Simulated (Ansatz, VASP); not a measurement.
One calculation of MgO, two programs

```
CELL_PARAMETERS angstrom
3.30347 0.00000 0.00000
-1.65173 2.86089 0.00000
0.00000 0.00000 5.01939
ATOMIC_POSITIONS crystal
Mg 0.30525 0.65408 0.00366
Mg 0.69475 0.34592 0.50366
O 0.35939 0.67834 0.40094
O 0.64061 0.32166 0.90094
```

Change from the starting cell: mode 4 frozen in at -0.072 Å and mode 5 at -0.036 Å (largest displacements).

Alike in both runs: task single point; functional PBEsol; k mesh 9 × 9 × 6; occupations gaussian, width 0.05 eV; no spin polarisation.

|  | VASP | Ansatz |
| --- | --- | --- |
| version | VASP 6.6.1 | Ansatz 0.2.0 |
| potentials or method | VASP PAW PBE potentials, release 64 (Mg, O), cutoff 520 eV | scalar-relativistic, plane waves, PAW |
| valence electrons in the cell | 16 | 32 |

Ansatz gave:

- gap on the k mesh at the Fermi level (eV): 3.32
- least direct gap on the mesh (eV): 3.32
- pressure (GPa): -0.1
- traceless stress, the component that is largest in VASP (GPa): 0.19
- rms of the force components (eV/Å): 0.132

Task: Estimate VASP's values.

Result: gap on the k mesh at the Fermi level (eV): 3.31; least direct gap on the mesh (eV): 3.31; pressure (GPa): -0.4; traceless stress, the component that is largest in VASP (GPa): 0.22; rms of the force components (eV/Å): 0.134.

VASP's potentials were made for PBE, not for PBEsol, and Ansatz warns of the same on its side. Atom by atom the forces differ by 0.002 eV/Å (rms over components). The functional is the same, so the differences come from potentials, cutoffs and numerics. VASP's potentials hold 16 valence electrons a cell and Ansatz's 32, so a difference there can come from the potentials and not from the codes.
